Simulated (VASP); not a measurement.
# Sc (Fm-3m) in VASP: notebook

Runs on Sc. Level: PBEsol. Tasks: single point.

All numbers are computed with VASP 6.6.1; they aren't measurements. Logs are shortened: lines on timing, memory, paths and dates and some standing lists are left out, and cuts for length are marked.

## Step 1: The cell of the first run

The structure is cubic, space group Fm-3m (No. 225). The conventional cell has a = 3.945 Å, b = 3.945 Å, c = 3.945 Å, α = 90.00°, β = 90.00°, γ = 90.00°. Within 3.7 Å of Sc (site symmetry m-3m) lie 12 Sc at 2.79 Å.

This isn't the form of Sc at room conditions, which is hcp.

## Step 2: Single point, PBEsol

INCAR reads:

```
PREC = Accurate
ENCUT = 500
EDIFF = 1E-6
ISMEAR = 0
SIGMA = 0.05
LREAL = F
LASPH = T
NELM = 120
ALGO = Normal
ISIF = 2
LWAVE = F
LCHARG = F
GGA = PS
NBANDS = 12
GGA_COMPAT = F
```

KPOINTS reads:

```
regular mesh
0
Gamma
  9 9 9
```

POSCAR reads:

```
Sc
1.0
    0.0000000000      1.9727385710      1.9727385710
    1.9727385710      0.0000000000      1.9727385710
    1.9727385710      1.9727385710      0.0000000000
Sc
1
Direct
    0.0000000000      0.0000000000      0.0000000000
```

Potentials or basis: VASP PAW PBE potentials, release 64 (Sc_sv).

Launch:

```
$ cat potpaw_PBE.64/Sc_sv/POTCAR > POTCAR
$ mpirun -np 1 vasp_std > vasp.out
```

OUTCAR:

```text
PREC = Accurate
   ENCUT = 500
   EDIFF = 1E-6
   ISMEAR = 0
   LREAL = F
   LASPH = T
   NELM = 120
   ISIF = 2
   GGA = PS

 ion  position               nearest neighbor table
   1  0.000  0.000  0.000-

  LATTYP: Found a face centered cubic cell.
 ALAT       =     3.9454771420

  Lattice vectors:

 A1 = (   0.0000000000,   1.9727385710,   1.9727385710)
 A2 = (   1.9727385710,   0.0000000000,   1.9727385710)
 A3 = (   1.9727385710,   1.9727385710,   0.0000000000)

Analysis of symmetry for initial positions (statically):
=====================================================================
 Subroutine PRICEL returns:
 Original cell was already a primitive cell.

 Routine SETGRP: Setting up the symmetry group for a
 face centered cubic supercell.

 Subroutine GETGRP returns: Found 48 space group operations
 (whereof 48 operations were pure point group operations)
 out of a pool of 48 trial point group operations.

The static configuration has the point symmetry O_h .

Analysis of symmetry for dynamics (positions and initial velocities):
=====================================================================
 Subroutine PRICEL returns:
 Original cell was already a primitive cell.

 Routine SETGRP: Setting up the symmetry group for a
 face centered cubic supercell.

 Subroutine GETGRP returns: Found 48 space group operations
 (whereof 48 operations were pure point group operations)
 out of a pool of 48 trial point group operations.

The dynamic configuration has the point symmetry O_h .

 Subroutine INISYM returns: Found 48 space group operations
 (whereof 48 operations are pure point group operations),
 and found     1 'primitive' translations

----------------------------------------------------------------------------------------

                                     Primitive cell

  volume of cell :      15.3546

  direct lattice vectors                    reciprocal lattice vectors
     0.000000000  1.972738571  1.972738571    -0.253454770  0.253454770  0.253454770
     1.972738571  0.000000000  1.972738571     0.253454770 -0.253454770  0.253454770
     1.972738571  1.972738571  0.000000000     0.253454770  0.253454770 -0.253454770

  length of vectors
     2.789873642  2.789873642  2.789873642     0.438996538  0.438996538  0.438996538

  position of ions in fractional coordinates (direct lattice)
     0.000000000  0.000000000  0.000000000

  ion indices of the primitive-cell ions
   primitive index   ion index
                 1           1

----------------------------------------------------------------------------------------

 KPOINTS: regular mesh

Automatic generation of k-mesh.
 Grid dimensions read from file:
 generate k-points for:    9    9    9

 Generating k-lattice:

  Cartesian coordinates                     Fractional coordinates (reciprocal lattice)
    -0.028161641  0.028161641  0.028161641     0.111111111  0.000000000  0.000000000
     0.028161641 -0.028161641  0.028161641     0.000000000  0.111111111  0.000000000
     0.028161641  0.028161641 -0.028161641     0.000000000  0.000000000  0.111111111

  Length of vectors
     0.048777393  0.048777393  0.048777393

  Shift w.r.t. Gamma in fractional coordinates (k-lattice)
     0.000000000  0.000000000  0.000000000

 Subroutine IBZKPT returns following result:
 ===========================================

 Found     35 irreducible k-points:

 Following reciprocal coordinates:
            Coordinates               Weight
  0.000000  0.000000  0.000000      1.000000
  0.111111  0.000000  0.000000      8.000000
  0.222222  0.000000  0.000000      8.000000
  0.333333  0.000000  0.000000      8.000000
  0.444444  0.000000  0.000000      8.000000
  0.111111  0.111111  0.000000      6.000000
[... 16 lines left out ...]
 -0.333333  0.333333  0.000000     12.000000
  0.444444  0.444444  0.000000      6.000000
 [... further k-points ...]
   k-points           NKPTS =     35   k-points in BZ     NKDIM =     35   number of bands    NBANDS=     12
   number of dos      NEDOS =    301   number of ions     NIONS =      1
   total plane-waves  NPLWV =   8000
   dimension x,y,z NGX =    20 NGY =   20 NGZ =   20
   dimension x,y,z NGXF=    40 NGYF=   40 NGZF=   40
   ions per type =               1
   NGX,Y,Z   is equivalent  to a cutoff of  11.92, 11.92, 11.92 a.u.
   NGXF,Y,Z  is equivalent  to a cutoff of  23.84, 23.84, 23.84 a.u.
 SYSTEM =  unknown system
   PREC   = accura    normal or accurate (medium, high low for compatibility)
   ISTART =      0    job   : 0-new  1-cont  2-samecut
   ICHARG =      2    charge: 1-file 2-atom 10-const
   ISPIN  =      1    spin polarized calculation?
   LNONCOLLINEAR =      F non collinear calculations
   LSORBIT =      F    spin-orbit coupling
   LASPH  =      T    aspherical Exc in radial PAW
   ENCUT  =  500.0 eV  36.75 Ry    6.06 a.u.   5.09  5.09  5.09*2*pi/ulx,y,z
   NELM   =    120;   NELMIN=  2; NELMDL= -5     # of ELM steps
   EDIFF  = 0.1E-05   stopping-criterion for ELM
   LREAL  =      F    real-space projection
   EDIFFG = 0.1E-04   stopping-criterion for IOM
   NSW    =      0    number of steps for IOM
   IBRION =     -1    ionic relax: 0-MD 1-quasi-New 2-CG
   NFREE  =      0    steps in history (QN), initial steepest desc. (CG)
   ISIF   =      2    stress and relaxation
   ISYM   =      2    0-nonsym 1-usesym 2-fastsym
   POTIM  = 0.5000    time-step for ionic-motion
   TEBEG  =    0.0;   TEEND  =   0.0 temperature during run
   PSTRESS=    0.0 pullay stress
   NELECT =      11.0000    total number of electrons
   NUPDOWN=      -1.0000    fix difference up-down
   EMIN   =  10.00;   EMAX   =-10.00  energy-range for DOS
   EFERMI =   0.00;   METHOD = LEGACY
   ISMEAR =     0;   SIGMA  =   0.05  broadening in eV -4-tet -1-fermi 0-gaus
   EFERMI_NEDOS =   21; number of points for ismear=-14 and -15
   IALGO  =     38    algorithm
   IMIX   =      4    mixing-type and parameters
     AMIX     =   0.40;   BMIX     =  1.00
     AMIX_MAG =   1.60;   BMIX_MAG =  1.00
  volume/ion in A,a.u.               =      15.35       103.62
  Fermi-wavevector in a.u.,A,eV,Ry     =   1.464849  2.768163 29.195144  2.145783
  Thomas-Fermi vector in A             =   2.580776
   LORBIT       =      0    0 simple, 1 ext, 2 COOP (PROOUT), +10 PAW based schemes
   GGA     = PS    functional components
   LHFCALC =     F    Hartree Fock is set to
   AEXX    =    0.0000 exact exchange contribution
   IVDW    =     0    specifies the selected vdW correction
   LEPSILON=     F    determine dielectric tensor
   LRPA    =     F    only Hartree local field effects (RPA)
 non-spin polarized calculation
 Gauss-broadening in eV      SIGMA  =   0.05
  energy-cutoff  :      500.00
  volume of cell :       15.35
 maximum number of plane-waves:       397
   NGX = 11   NGY = 11   NGZ = 11

 number of electron      11.0000002 magnetization

 Free energy of the ion-electron system (eV)
  ---------------------------------------------------
  ext. energy  EPLUGINS =         0.00000000
  ---------------------------------------------------
  free energy    TOTEN  =        -5.68978381 eV

  energy without entropy =       -5.68636427  energy(sigma->0) =       -5.68807404

 E-fermi :   6.9567     XC(G=0): -12.1215

 val. band max:        6.9523454749   @ k =  -0.4444   0.2222   0.1111
 cond. band min:       6.9655351055   @ k =  -0.3333   0.4444   0.2222
 fundamental gap:      0.0131896306
 Fermi energy:         6.9567183492

 k-point     1 :       0.0000    0.0000    0.0000
  band No.  band energies     occupation
      1     -41.4177      2.00000
      2     -19.2098      2.00000
      3     -19.2098      2.00000
      4     -19.2098      2.00000
      5       1.3202      2.00000
      6       8.9820      0.00000
      7       8.9820      0.00000
      8       8.9820      0.00000
      9      11.4949      0.00000
     10      11.4949      0.00000
     11      22.2852      0.00000
     12      27.7885      0.00000

 k-point     2 :       0.1111    0.0000    0.0000
  band No.  band energies     occupation
      1     -41.3722      2.00000
      2     -19.4327      2.00000
      3     -19.2346      2.00000
      4     -19.2346      2.00000
      5       1.8139      2.00000
      6       8.6036      0.00000
      7       9.1734      0.00000
      8       9.1734      0.00000
      9      11.3437      0.00000
     10      11.3437      0.00000
     11      23.0253      0.00000
     12      25.4043      0.00000

 k-point     3 :       0.2222    0.0000    0.0000
  band No.  band energies     occupation
      1     -41.2552      2.00000
      2     -19.9743      2.00000
      3     -19.2967      2.00000
      4     -19.2967      2.00000
      5       3.0404      2.00000
      6       7.9388      0.00000
      7       9.3649      0.00000
      8       9.3649      0.00000
      9      11.3923      0.00000
     10      11.3923      0.00000
     11      22.6050      0.00000
     12      24.0857      0.00000
[... 286 lines left out ...]
 k-point    23 :      -0.3333    0.3333    0.0000
  band No.  band energies     occupation
      1     -40.9175      2.00000
      2     -20.3918      2.00000
      3     -20.3650      2.00000
      4     -19.5908      2.00000
      5       5.8582      2.00000
      6       6.4573      2.00000
      7       8.1646      0.00000
      8      10.8212      0.00000
      9      12.4341      0.00000
     10      16.3062      0.00000
     11      18.9522      0.00000
     12      20.7490      0.00000

 k-point    24 :       0.4444    0.4444    0.0000
  band No.  band energies     occupation
      1     -40.9031      2.00000
      2     -20.7850      2.00000
      3     -19.7839      2.00000
      4     -19.7839      2.00000
      5       4.0931      2.00000
      6       5.2802      2.00000
      7      11.2417      0.00000
      8      13.1113      0.00000
      9      13.3547      0.00000
     10      13.3547      0.00000
     11      21.0917      0.00000
     12      21.0917      0.00000

 [... further k-points ...]

------------------------ aborting loop because EDIFF is reached ----------------------------------------

  FORCE on cell =-STRESS in cart. coord.  units (eV):
  Direction    XX          YY          ZZ          XY          YZ          ZX
  --------------------------------------------------------------------------------------
  -------------------------------------------------------------------------------------
  Total        4.3403016      4.3403016      4.3403016      0.0000000      0.0000000     -0.0000000
  in kB      452.8891201    452.8891201    452.8891201      0.0000000      0.0000000     -0.0000000
  external PRESSURE =     452.8891201 kB  Pullay stress =       0.0000000 kB

 VOLUME and BASIS-vectors are now :
 -----------------------------------------------------------------------------
  energy-cutoff  :      500.00
  volume of cell :       15.35
      direct lattice vectors                 reciprocal lattice vectors
     0.000000000  1.972738571  1.972738571    -0.253454770  0.253454770  0.253454770
     1.972738571  0.000000000  1.972738571     0.253454770 -0.253454770  0.253454770
     1.972738571  1.972738571  0.000000000     0.253454770  0.253454770 -0.253454770

 POSITION                                       TOTAL-FORCE (eV/Angst)
 -----------------------------------------------------------------------------------
      0.00000      0.00000      0.00000        -0.000000     -0.000000      0.000000
 -----------------------------------------------------------------------------------
    total drift:                                0.000000     -0.000000      0.000000

  FREE ENERGIE OF THE ION-ELECTRON SYSTEM (eV)
  ---------------------------------------------------
  free  energy   TOTEN  =        -5.6897838131 eV

  energy  without entropy=       -5.6863642688  energy(sigma->0) =       -5.68807404
```

Run time: 3.7 s. Hardware: 1 thread of Intel Xeon Platinum 8488C (Sapphire Rapids), shared host; peak memory 0.12 GiB.

Results:

```
Free energy            : -5.6898 eV
Pressure               : 45.3 GPa
Band gap on the k mesh : zero (an odd number of electrons rules out a gap without spin polarisation)
```

Caveat: the cell stands under pressure; the PAW data sets were made with another functional, which shifts forces and pressure a little.

[end of part 1 of 3]
